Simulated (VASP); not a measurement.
Set up this calculation in VASP 6.6.1, as the native input.

```
Task                   : single point
Functional             : PBE
Potentials or basis    : VASP PAW PBE potentials, release 64 (B)
Cutoff                 : 520 eV
k mesh                 : 12 × 12 × 4
Occupations            : gaussian, width 0.1 eV
Spin                   : no spin polarisation
Dipole correction      : no
Further INCAR settings : ALGO = Normal; EDIFF = 1e-06; NBANDS = 10
```

The structure of B lies in POSCAR:

```
B
1.0
    3.0247704597      0.0000000000      0.0000000000
   -1.5123852298      2.6195280587      0.0000000000
    0.0000000000      0.0000000000      1.8972596164
B
2
Direct
    0.3333333333      0.6666666667      0.0000000000
    0.6666666667      0.3333333333      0.0000000000
```

The cell was built from a structure type or drawn by symmetry, and may not be a known phase.

These files were run (other wordings do the same):

INCAR

```
ALGO = Normal
EDIFF = 1E-6
ENCUT = 520
GGA = PE
ISIF = 2
ISMEAR = 0
LASPH = True
LCHARG = False
LREAL = False
LWAVE = False
NBANDS = 10
NELM = 100
PREC = Accurate
SIGMA = 0.1
```

KPOINTS

```
k-points
0
Gamma
  12 12 4
```

Potentials or basis: VASP PAW PBE potentials, release 64 (B).

Command:

```bash
$ cat potpaw_PBE.64/B/POTCAR > POTCAR
$ mpirun -np 1 vasp_std > vasp.out
```

It gave:

| Quantity | Value |
| --- | --- |
| Pressure | 0.1 GPa |
| Band gap on the k mesh | zero (bands 3 and 4 overlap by 5.20 eV) |

Caveat: the k points lie up to 0.83 Å⁻¹ apart, too coarse for converged energies and pressures of a metal.

Run time: 8.8 s on 1 thread of Intel Xeon 8259CL, with other jobs on the host, peak memory 0.12 GiB.
